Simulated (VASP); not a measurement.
# Y (Im-3m) in VASP: notebook

The runs below take Y through relaxation of cell and atoms, single point, with PBE.

Everything below comes from runs of VASP 6.6.1. Logs are shortened: lines on timing, memory, paths and dates and some standing lists are left out, and cuts for length are marked.

### 1 The cell of the first run

Symmetry: Im-3m, No. 229, cubic system. The conventional cell has a = 4.039 Å, b = 4.039 Å, c = 4.039 Å, α = 90.00°, β = 90.00°, γ = 90.00°. Within 4.6 Å of Y (site symmetry m-3m) lie 14 Y at 3.50 to 4.04 Å.

### 2 Relaxation of cell and atoms, PBE

INCAR

```
SYSTEM = Y
PREC     = Accurate       ! precision mode
ENCUT    = 600            ! plane-wave cutoff, eV
EDIFF    = 1E-6           ! SCF threshold, eV
ISMEAR   = -1             ! smearing method
SIGMA    = 0.08           ! smearing width, eV
LREAL    = .False.        ! projectors in reciprocal space
LASPH    = .True.         ! aspherical terms in the spheres
NELM     = 60             ! most SCF steps
ALGO     = Normal         ! electronic algorithm
ISIF     = 3              ! what is computed and relaxed
LWAVE    = .False.        ! write WAVECAR
LCHARG   = .False.        ! write CHGCAR
GGA      = PE             ! functional
IBRION   = 2              ! ionic algorithm
NSW      = 60             ! ionic steps
EDIFFG   = -0.005         ! ionic threshold
```

KPOINTS

```
Automatic mesh
0
Gamma
  13 13 13
  0 0 0
```

POSCAR

```
Y
1.0
   -2.0193946492      2.0193946492      2.0193946492
    2.0193946492     -2.0193946492      2.0193946492
    2.0193946492      2.0193946492     -2.0193946492
Y
1
Direct
    0.0000000000      0.0000000000      0.0000000000
```

Potentials or basis: VASP PAW PBE potentials, release 64 (Y_sv).

Launch:

```bash
$ cat potpaw_PBE.64/Y_sv/POTCAR > POTCAR
$ mpirun -np 1 vasp_std > vasp.out
```

OUTCAR:

```text
SYSTEM = Y
   PREC = Accurate
   ENCUT = 600
   EDIFF = 1E-6
   ISMEAR = -1
   LREAL = .False.
   LASPH = .True.
   NELM = 60
   ISIF = 3
   GGA = PE
   IBRION = 2
   NSW = 60
   EDIFFG = -0.005

 ion  position               nearest neighbor table
   1  0.000  0.000  0.000-

  LATTYP: Found a body centered cubic cell.
 ALAT       =     4.0387892984

  Lattice vectors:

 A1 = (  -2.0193946492,   2.0193946492,   2.0193946492)
 A2 = (   2.0193946492,  -2.0193946492,   2.0193946492)
 A3 = (   2.0193946492,   2.0193946492,  -2.0193946492)

Analysis of symmetry for initial positions (statically):
=====================================================================
 Subroutine PRICEL returns:
 Original cell was already a primitive cell.

 Routine SETGRP: Setting up the symmetry group for a
 body centered cubic supercell.

 Subroutine GETGRP returns: Found 48 space group operations
 (whereof 48 operations were pure point group operations)
 out of a pool of 48 trial point group operations.

The static configuration has the point symmetry O_h .

Analysis of symmetry for dynamics (positions and initial velocities):
=====================================================================
 Subroutine PRICEL returns:
 Original cell was already a primitive cell.

 Routine SETGRP: Setting up the symmetry group for a
 body centered cubic supercell.

 Subroutine GETGRP returns: Found 48 space group operations
 (whereof 48 operations were pure point group operations)
 out of a pool of 48 trial point group operations.

The dynamic configuration has the point symmetry O_h .

 Subroutine INISYM returns: Found 48 space group operations
 (whereof 48 operations are pure point group operations),
 and found     1 'primitive' translations

----------------------------------------------------------------------------------------

                                     Primitive cell

  volume of cell :      32.9400

  direct lattice vectors                    reciprocal lattice vectors
    -2.019394649  2.019394649  2.019394649     0.000000000  0.247598953  0.247598953
     2.019394649 -2.019394649  2.019394649     0.247598953  0.000000000  0.247598953
     2.019394649  2.019394649 -2.019394649     0.247598953  0.247598953  0.000000000

  length of vectors
     3.497694133  3.497694133  3.497694133     0.350157797  0.350157797  0.350157797

  position of ions in fractional coordinates (direct lattice)
     0.000000000  0.000000000  0.000000000

  ion indices of the primitive-cell ions
   primitive index   ion index
                 1           1

----------------------------------------------------------------------------------------

 KPOINTS: Automatic mesh

Automatic generation of k-mesh.
 Grid dimensions read from file:
 generate k-points for:   13   13   13

 Generating k-lattice:

  Cartesian coordinates                     Fractional coordinates (reciprocal lattice)
     0.000000000  0.019046073  0.019046073     0.076923077  0.000000000  0.000000000
     0.019046073  0.000000000  0.019046073     0.000000000  0.076923077  0.000000000
     0.019046073  0.019046073  0.000000000     0.000000000  0.000000000  0.076923077

  Length of vectors
     0.026935215  0.026935215  0.026935215

  Shift w.r.t. Gamma in fractional coordinates (k-lattice)
     0.000000000  0.000000000  0.000000000

 Subroutine IBZKPT returns following result:
 ===========================================

 Found     84 irreducible k-points:

 Following reciprocal coordinates:
            Coordinates               Weight
  0.000000  0.000000  0.000000      1.000000
  0.076923  0.000000  0.000000     12.000000
  0.153846  0.000000  0.000000     12.000000
  0.230769  0.000000  0.000000     12.000000
  0.307692  0.000000  0.000000     12.000000
  0.384615  0.000000  0.000000     12.000000
[... 16 lines left out ...]
  0.153846  0.076923  0.076923     24.000000
  0.230769  0.076923  0.076923     24.000000
 [... further k-points ...]
   k-points           NKPTS =     84   k-points in BZ     NKDIM =     84   number of bands    NBANDS=      9
   number of dos      NEDOS =    301   number of ions     NIONS =      1
   total plane-waves  NPLWV =  21952
   dimension x,y,z NGX =    28 NGY =   28 NGZ =   28
   dimension x,y,z NGXF=    56 NGYF=   56 NGZF=   56
   ions per type =               1
   NGX,Y,Z   is equivalent  to a cutoff of  13.31, 13.31, 13.31 a.u.
   NGXF,Y,Z  is equivalent  to a cutoff of  26.62, 26.62, 26.62 a.u.
 SYSTEM =  Y
   PREC   = accura    normal or accurate (medium, high low for compatibility)
   ISTART =      0    job   : 0-new  1-cont  2-samecut
   ICHARG =      2    charge: 1-file 2-atom 10-const
   ISPIN  =      1    spin polarized calculation?
   LNONCOLLINEAR =      F non collinear calculations
   LSORBIT =      F    spin-orbit coupling
   LASPH  =      T    aspherical Exc in radial PAW
   ENCUT  =  600.0 eV  44.10 Ry    6.64 a.u.   6.99  6.99  6.99*2*pi/ulx,y,z
   NELM   =     60;   NELMIN=  2; NELMDL= -5     # of ELM steps
   EDIFF  = 0.1E-05   stopping-criterion for ELM
   LREAL  =      F    real-space projection
   EDIFFG = -.5E-02   stopping-criterion for IOM
   NSW    =     60    number of steps for IOM
   IBRION =      2    ionic relax: 0-MD 1-quasi-New 2-CG
   NFREE  =      1    steps in history (QN), initial steepest desc. (CG)
   ISIF   =      3    stress and relaxation
   ISYM   =      2    0-nonsym 1-usesym 2-fastsym
   POTIM  = 0.5000    time-step for ionic-motion
   TEBEG  =    0.0;   TEEND  =   0.0 temperature during run
   PSTRESS=    0.0 pullay stress
   NELECT =      11.0000    total number of electrons
   NUPDOWN=      -1.0000    fix difference up-down
   EMIN   =  10.00;   EMAX   =-10.00  energy-range for DOS
   EFERMI =   0.00;   METHOD = LEGACY
   ISMEAR =    -1;   SIGMA  =   0.08  broadening in eV -4-tet -1-fermi 0-gaus
   EFERMI_NEDOS =   21; number of points for ismear=-14 and -15
   IALGO  =     38    algorithm
   IMIX   =      4    mixing-type and parameters
     AMIX     =   0.40;   BMIX     =  1.00
     AMIX_MAG =   1.60;   BMIX_MAG =  1.00
  volume/ion in A,a.u.               =      32.94       222.29
  Fermi-wavevector in a.u.,A,eV,Ry     =   1.135790  2.146331 17.551759  1.290018
  Thomas-Fermi vector in A             =   2.272494
   LORBIT       =      0    0 simple, 1 ext, 2 COOP (PROOUT), +10 PAW based schemes
   GGA     = PE    functional components
   LHFCALC =     F    Hartree Fock is set to
   AEXX    =    0.0000 exact exchange contribution
   IVDW    =     0    specifies the selected vdW correction
   LEPSILON=     F    determine dielectric tensor
   LRPA    =     F    only Hartree local field effects (RPA)
 conjugate gradient relaxation of ions
 non-spin polarized calculation
  energy-cutoff  :      600.00
  volume of cell :       32.94
 maximum number of plane-waves:      1118
   NGX = 13   NGY = 13   NGZ = 13

--------------------------------------- Ionic step        1  -------------------------------------------

 number of electron      11.0000001 magnetization

 Free energy of the ion-electron system (eV)
  ---------------------------------------------------
  ext. energy  EPLUGINS =         0.00000000
  ---------------------------------------------------
  free energy    TOTEN  =        -6.33545978 eV

  energy without entropy =       -6.28171516  energy(sigma->0) =       -6.30858747

------------------------ aborting loop because EDIFF is reached ----------------------------------------

  FORCE on cell =-STRESS in cart. coord.  units (eV):
  Direction    XX          YY          ZZ          XY          YZ          ZX
  --------------------------------------------------------------------------------------
  -------------------------------------------------------------------------------------
  Total        0.0098828      0.0098828      0.0098828      0.0000000      0.0000000     -0.0000000
  in kB        0.4806931      0.4806931      0.4806931      0.0000000      0.0000000     -0.0000000
  external PRESSURE =       0.4806931 kB  Pullay stress =       0.0000000 kB

 VOLUME and BASIS-vectors are now :
 -----------------------------------------------------------------------------
  energy-cutoff  :      600.00
  volume of cell :       32.94
      direct lattice vectors                 reciprocal lattice vectors
    -2.019394649  2.019394649  2.019394649     0.000000000  0.247598953  0.247598953
     2.019394649 -2.019394649  2.019394649     0.247598953  0.000000000  0.247598953
     2.019394649  2.019394649 -2.019394649     0.247598953  0.247598953  0.000000000

 POSITION                                       TOTAL-FORCE (eV/Angst)
 -----------------------------------------------------------------------------------
      0.00000      0.00000      0.00000        -0.000000      0.000000     -0.000000
 -----------------------------------------------------------------------------------
    total drift:                               -0.000000     -0.000000     -0.000000

  FREE ENERGIE OF THE ION-ELECTRON SYSTEM (eV)
  ---------------------------------------------------
  free  energy   TOTEN  =        -6.3354597772 eV

  energy  without entropy=       -6.2817151603  energy(sigma->0) =       -6.30858747

--------------------------------------- Ionic step        2  -------------------------------------------

 number of electron      11.0000001 magnetization

 Free energy of the ion-electron system (eV)
  ---------------------------------------------------
  ext. energy  EPLUGINS =         0.00000000
  ---------------------------------------------------
  free energy    TOTEN  =        -6.33546486 eV

  energy without entropy =       -6.28166096  energy(sigma->0) =       -6.30856291

 E-fermi :   3.1167     XC(G=0):  -9.4132

 val. band max:        3.1070869331   @ k =  -0.3077   0.3846   0.1538
 cond. band min:       3.1335021951   @ k =   0.3846   0.2308   0.0000
 fundamental gap:      0.0264152619
 Fermi energy:         3.1166545751

 k-point     1 :       0.0000    0.0000    0.0000
  band No.  band energies     occupation
      1     -39.7528      2.00000
      2     -19.4520      2.00000
      3     -19.4520      2.00000
      4     -19.4520      2.00000
      5      -1.6918      2.00000
      6       4.7744      0.00000
      7       4.7744      0.00000
      8       4.7744      0.00000
      9       6.6799      0.00000

 k-point     2 :       0.0769    0.0000    0.0000
  band No.  band energies     occupation
      1     -39.7491      2.00000
      2     -19.4847      2.00000
      3     -19.4622      2.00000
      4     -19.4521      2.00000
      5      -1.5383      2.00000
      6       4.6620      0.00000
      7       4.7213      0.00000
      8       4.9220      0.00000
      9       6.5113      0.00000

 k-point     3 :       0.1538    0.0000    0.0000
  band No.  band energies     occupation
      1     -39.7387      2.00000
      2     -19.5740      2.00000
      3     -19.4902      2.00000
      4     -19.4526      2.00000
      5      -1.0996      2.00000
      6       4.3758      0.00000
      7       4.4831      0.00000
      8       5.3572      0.00000
      9       6.2824      0.00000
[... 229 lines left out ...]
 k-point    23 :       0.1538    0.0769    0.0769
  band No.  band energies     occupation
      1     -39.7194      2.00000
      2     -19.7382      2.00000
      3     -19.5165      2.00000
      4     -19.4779      2.00000
      5      -0.1843      2.00000
      6       3.7984      0.00040
      7       3.8199      0.00030
      8       6.4532      0.00000
      9       6.5654      0.00000

 k-point    24 :       0.2308    0.0769    0.0769
  band No.  band energies     occupation
      1     -39.7052      2.00000
      2     -19.8367      2.00000
      3     -19.5689      2.00000
      4     -19.4808      2.00000
      5       0.5492      2.00000
      6       3.4722      0.02323
      7       3.5163      0.01345
      8       6.5815      0.00000
      9       6.9421      0.00000

 [... further k-points ...]

------------------------ aborting loop because EDIFF is reached ----------------------------------------

  FORCE on cell =-STRESS in cart. coord.  units (eV):
  Direction    XX          YY          ZZ          XY          YZ          ZX
  --------------------------------------------------------------------------------------
  -------------------------------------------------------------------------------------
  Total       -0.0024624     -0.0024624     -0.0024624      0.0000000      0.0000000      0.0000000
  in kB       -0.1195969     -0.1195969     -0.1195969      0.0000000      0.0000000      0.0000000
  external PRESSURE =      -0.1195969 kB  Pullay stress =       0.0000000 kB

 VOLUME and BASIS-vectors are now :
 -----------------------------------------------------------------------------
  energy-cutoff  :      600.00
  volume of cell :       32.99
      direct lattice vectors                 reciprocal lattice vectors
    -2.020357443  2.020357443  2.020357443     0.000000000  0.247480960  0.247480960
     2.020357443 -2.020357443  2.020357443     0.247480960  0.000000000  0.247480960
     2.020357443  2.020357443 -2.020357443     0.247480960  0.247480960  0.000000000

 POSITION                                       TOTAL-FORCE (eV/Angst)
 -----------------------------------------------------------------------------------
      2.02036     -2.02036      2.02036        -0.000000      0.000000      0.000000
 -----------------------------------------------------------------------------------
    total drift:                                0.000000     -0.000000      0.000000

  FREE ENERGIE OF THE ION-ELECTRON SYSTEM (eV)
  ---------------------------------------------------
  free  energy   TOTEN  =        -6.3354648581 eV

  energy  without entropy=       -6.2816609588  energy(sigma->0) =       -6.30856291

 reached required accuracy - stopping structural energy minimisation
```

Wall time 42 s (1 thread of Intel Xeon Platinum 8488C (Sapphire Rapids), shared host); peak memory 0.19 GiB.

Results:

```yaml
Free_energy: -6.3355 eV
Relaxed_volume: 32.99 Å³/atom
Relaxed_cell: a = 3.499 Å, b = 3.499 Å, c = 3.499 Å, α = 109.47°, β = 109.47°, γ = 109.47°
Space_group_after_relaxing_to_0.05_Å: Im-3m (No. 229)
Energy_gained_by_relaxing: 0.0 meV/atom
Ionic_steps: 2
Pressure_after_relaxing: 0.0 GPa
```

Final structure:
```cif
data_structure
_symmetry_space_group_name_H-M 'P 1'
_symmetry_Int_Tables_number 1
_cell_length_a 3.4994
_cell_length_b 3.4994
_cell_length_c 3.4994
_cell_angle_alpha 109.471
_cell_angle_beta 109.471
_cell_angle_gamma 109.471
_cell_volume 32.99
loop_
_atom_site_label
_atom_site_type_symbol
_atom_site_fract_x
_atom_site_fract_y
_atom_site_fract_z
_atom_site_occupancy
Y1 Y 0.00000 0.00000 0.00000 1
```

### 3 Single point, PBE (volume scaled by 0.45)

INCAR

```
SYSTEM = Y
PREC     = Accurate       ! precision mode
ENCUT    = 520            ! plane-wave cutoff, eV
EDIFF    = 1E-7           ! SCF threshold, eV
ISMEAR   = -1             ! smearing method
SIGMA    = 0.08           ! smearing width, eV
LREAL    = .False.        ! projectors in reciprocal space
LASPH    = .True.         ! aspherical terms in the spheres
NELM     = 80             ! most SCF steps
ALGO     = Normal         ! electronic algorithm
ISIF     = 2              ! what is computed and relaxed
LWAVE    = .False.        ! write WAVECAR
LCHARG   = .True.         ! write CHGCAR
GGA      = PE             ! functional
LELF     = .True.         ! ELF
LVHAR    = .True.       
NBANDS   = 12             ! bands
```

KPOINTS

```
regular mesh
0
Gamma
  13 13 13
  0 0 0
```

POSCAR

```
Y
1.0
   -1.5492504214      1.5492504214      1.5492504214
    1.5492504214     -1.5492504214      1.5492504214
    1.5492504214      1.5492504214     -1.5492504214
Y
1
Direct
    0.0000000000      0.0000000000      0.0000000000
```

Potentials or basis: VASP PAW PBE potentials, release 64 (Y_sv).

Launch:

```bash
$ cat potpaw_PBE.64/Y_sv/POTCAR > POTCAR
$ mpirun -np 1 vasp_std > vasp.out
```

Run time: 22 s. Hardware: 1 thread of AMD EPYC 7R43 (Zen 3), shared host; peak memory 0.12 GiB.

It converged, with:

* Free energy: -3.1009 eV
* Pressure: 99.3 GPa

Levels at points of the mesh, in eV from the Fermi level:
```
           k point  band 2  band 3  band 4  band 5  band 6  band 7  band 8  band 9  band 10  band 11
(0.00, 0.00, 0.00)  -19.50  -19.50  -19.50   -3.77    2.51    2.51    2.51    6.55     6.55    13.42
```

Caveat: the cell differs from its parent crystal (volume scaled by 0.45).

(Part 1 of 2 ends here.)
